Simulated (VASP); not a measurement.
# ZnO (P6_3mc) in VASP: notebook, part 2 of 2

VASP 6.6.1. The steps go on from the part before.

## 3. Relaxation of cell and atoms, r2SCAN, target pressure 2 GPa, at which the enthalpy is minimised

POSCAR

```
ZnO
1.0
    3.2351946317      0.0000000000      0.0000000000
   -1.6175973158      2.8017607372      0.0000000000
    0.0000000000      0.0000000000      5.2114270614
Zn O
2 2
Direct
    0.3333333333      0.6666666667      0.4996928489
    0.6666666667      0.3333333333     -0.0003071511
    0.6666666667      0.3333333333      0.3793171511
    0.3333333333      0.6666666667      0.8793171511
```

INCAR.step1

```
ALGO = Normal
EDIFF = 1E-4
ENCUT = 600
GGA = PE
ISMEAR = 0
LASPH = T
LCHARG = F
LREAL = F
LWAVE = T
NELM = 100
PREC = Accurate
SIGMA = 0.01
```

INCAR.step2

```
ALGO = Normal
EDIFF = 1E-6
EDIFFG = -0.002
ENCUT = 600
IBRION = 2
ISIF = 3
ISMEAR = 0
ISTART = 1
LASPH = T
LCHARG = F
LMIXTAU = T
LREAL = F
LWAVE = F
METAGGA = R2SCAN
NELM = 100
NSW = 100
PREC = Accurate
PSTRESS = 20.0
SIGMA = 0.01
```

KPOINTS

```
k-points
0
Gamma
  8 8 4
```

Potentials or basis: VASP PAW PBE potentials, release 64 (Zn, O).

The run is started by

```
> cat potpaw_PBE.64/Zn/POTCAR potpaw_PBE.64/O/POTCAR > POTCAR
> cp INCAR.step1 INCAR
> mpirun -np 1 vasp_std > vasp.out
> cp INCAR.step2 INCAR
> mpirun -np 1 vasp_std > vasp.out
```

OUTCAR:

```text
EDIFF = 1E-6
   EDIFFG = -0.002
   ENCUT = 600
   IBRION = 2
   ISIF = 3
   ISMEAR = 0
   ISTART = 1
   LASPH = T
   LREAL = F
   METAGGA = R2SCAN
   NELM = 100
   NSW = 100
   PREC = Accurate
   PSTRESS = 20.0

 ion  position               nearest neighbor table
   1  0.333  0.667  0.500-   3 1.97   3 1.97   3 1.97   4 1.98
   2  0.667  0.333  1.000-   4 1.97   4 1.97   4 1.97   3 1.98
   3  0.667  0.333  0.379-   1 1.97   1 1.97   1 1.97   2 1.98
   4  0.333  0.667  0.879-   2 1.97   2 1.97   2 1.97   1 1.98

  LATTYP: Found a hexagonal cell.
 ALAT       =     3.2351946317
 C/A-ratio  =     1.6108542622

  Lattice vectors:

 A1 = (   3.2351946317,   0.0000000000,   0.0000000000)
 A2 = (  -1.6175973158,   2.8017607372,   0.0000000000)
 A3 = (   0.0000000000,   0.0000000000,   5.2114270614)

Analysis of symmetry for initial positions (statically):
=====================================================================
 Subroutine PRICEL returns:
 Original cell was already a primitive cell.

 Routine SETGRP: Setting up the symmetry group for a
 hexagonal supercell.
[... 178 lines left out ...]

  FORCE on cell =-STRESS in cart. coord.  units (eV):
  Direction    XX          YY          ZZ          XY          YZ          ZX
  --------------------------------------------------------------------------------------
  -------------------------------------------------------------------------------------
  Total        0.2169667      0.2169667      0.1929451      0.0000000      0.0000000      0.0000000
  in kB        7.3589459      7.3589459      6.5441949      0.0000000      0.0000000      0.0000000
  external PRESSURE =     -12.9126378 kB  Pullay stress =      20.0000000 kB
[... 107 lines left out ...]
--------------------------------------- Ionic step        4  -------------------------------------------

 number of electron      36.0000004 magnetization

 Free energy of the ion-electron system (eV)
  ---------------------------------------------------
  ext. energy  EPLUGINS =         0.00000000
  ---------------------------------------------------
  free energy    TOTEN  =       -36.31990292 eV

  energy without entropy =      -36.31990292  energy(sigma->0) =      -36.31990292

 E-fermi :   1.0865     XC(G=0): -11.7545

 val. band max:        0.9946455515   @ k =   0.0000   0.0000   0.0000
 cond. band min:       2.2429509593   @ k =   0.0000   0.0000   0.0000
 fundamental gap:      1.2483054077
 Fermi energy:         1.0864702649

 k-point     1 :       0.0000    0.0000    0.0000
  band No.  band energies     occupation
      1     -18.2207      2.00000
      2     -17.5119      2.00000
      3      -4.9057      2.00000
      4      -4.9056      2.00000
      5      -4.8511      2.00000
      6      -4.8270      2.00000
[... 589 lines left out ...]
     21      10.4875      0.00000
     22      10.4875      0.00000

 [... further k-points ...]

------------------------ aborting loop because EDIFF is reached ----------------------------------------

  FORCE on cell =-STRESS in cart. coord.  units (eV):
  Direction    XX          YY          ZZ          XY          YZ          ZX
  --------------------------------------------------------------------------------------
  -------------------------------------------------------------------------------------
  Total        0.5850200      0.5850200      0.5854960      0.0000000      0.0000000      0.0000000
  in kB       20.0081701     20.0081701     20.0244495      0.0000000      0.0000000      0.0000000
  external PRESSURE =       0.0135966 kB  Pullay stress =      20.0000000 kB
[... 23 lines left out ...]
  energy  without entropy=      -36.3199029151  energy(sigma->0) =      -36.31990292

  enthalpy is  TOTEN    =       -35.7351218426 eV   P V=        0.5847810724

 reached required accuracy - stopping structural energy minimisation
```

OUTCAR.step1:

```text
EDIFF = 1E-4
   ENCUT = 600
   GGA = PE
   ISMEAR = 0
[... 832 lines left out ...]
     -0.00000      1.86784      2.60411        -0.000000      0.000000      0.002441
      1.61760      0.93392      5.20983         0.000000     -0.000000      0.002441
      1.61760      0.93392      1.97678         0.000000     -0.000000     -0.002441
     -0.00000      1.86784      4.58250        -0.000000      0.000000     -0.002441
 -----------------------------------------------------------------------------------
    total drift:                                0.000000     -0.000000     -0.003165

  FREE ENERGIE OF THE ION-ELECTRON SYSTEM (eV)
  ---------------------------------------------------
  free  energy   TOTEN  =       -17.8120577623 eV

  energy  without entropy=      -17.8120577623  energy(sigma->0) =      -17.81205776
```

OSZICAR.step1:

```text
N       E                     dE             d eps       ncg     rms          rms(c)
DAV:   1     0.305432501771E+03    0.30543E+03   -0.20749E+04  1336   0.264E+03
DAV:   2     0.122020992900E+02   -0.29323E+03   -0.28105E+03  1404   0.472E+02
DAV:   3    -0.203683961008E+02   -0.32570E+02   -0.32323E+02  1554   0.163E+02
DAV:   4    -0.210478038610E+02   -0.67941E+00   -0.67865E+00  1446   0.244E+01
DAV:   5    -0.210529869208E+02   -0.51831E-02   -0.51828E-02  1524   0.210E+00    0.149E+01
DAV:   6    -0.176736873112E+02    0.33793E+01   -0.11728E+01  2262   0.726E+01    0.920E+00
DAV:   7    -0.178470391178E+02   -0.17335E+00   -0.26598E+00  1370   0.195E+01    0.545E+00
DAV:   8    -0.178705262332E+02   -0.23487E-01   -0.78575E-01  1992   0.929E+00    0.178E+00
DAV:   9    -0.178084414032E+02    0.62085E-01   -0.18339E-01  2104   0.799E+00    0.331E-01
DAV:  10    -0.178121149615E+02   -0.36736E-02   -0.56279E-02  1338   0.177E+00    0.162E-01
DAV:  11    -0.178120002029E+02    0.11476E-03   -0.18690E-03  1888   0.738E-01    0.418E-02
DAV:  12    -0.178120577623E+02   -0.57559E-04   -0.20774E-04   960   0.378E-01
   1 F= -.17812058E+02 E0= -.17812058E+02  d E =-.125323E-83
```

It took 4 min on 1 thread of Intel Xeon 6975P-C (Granite Rapids), shared host; peak memory 0.21 GiB.

What came out:

| Quantity | Value |
| --- | --- |
| Free energy | -36.3199 eV |
| Relaxed volume | 11.71 Å³/atom |
| Relaxed cell | a = 3.226 Å, b = 3.226 Å, c = 5.196 Å, α = 90.00°, β = 90.00°, γ = 120.00° |
| Space group after relaxing (to 0.1 Å) | P6_3mc (No. 186) |
| Energy change on relaxing (the run minimises the enthalpy) | +0.7 meV/atom |
| Ionic steps | 4 |
| Pressure after relaxing | 2.0 GPa |
| Band gap on the k mesh | 1.25 eV |

The path:
```tsv
step	energy change (eV)	largest force (eV/Å)	pressure (GPa)	volume (Å³)
1	0.0000	0.0077	0.71	47.24
2	0.0066	0.0030	2.88	46.59
3	0.0036	0.0003	2.20	46.79
4	0.0029	0.0013	2.00	46.85
```

Final structure:
```
Zn O
1.0
     3.22642    0.00000    0.00000
    -1.61321    2.79416    0.00000
     0.00000    0.00000    5.19638
Zn O
2 2
Cartesian
  0.0000 1.8628 2.5968
  1.6132 0.9314 5.1950
  1.6132 0.9314 1.9709
  0.0000 1.8628 4.5690
```

Caveat: the cell is relaxed towards a set pressure, so the run minimises the enthalpy, not the energy; the PAW data sets were made with another functional, which shifts forces and pressure a little.
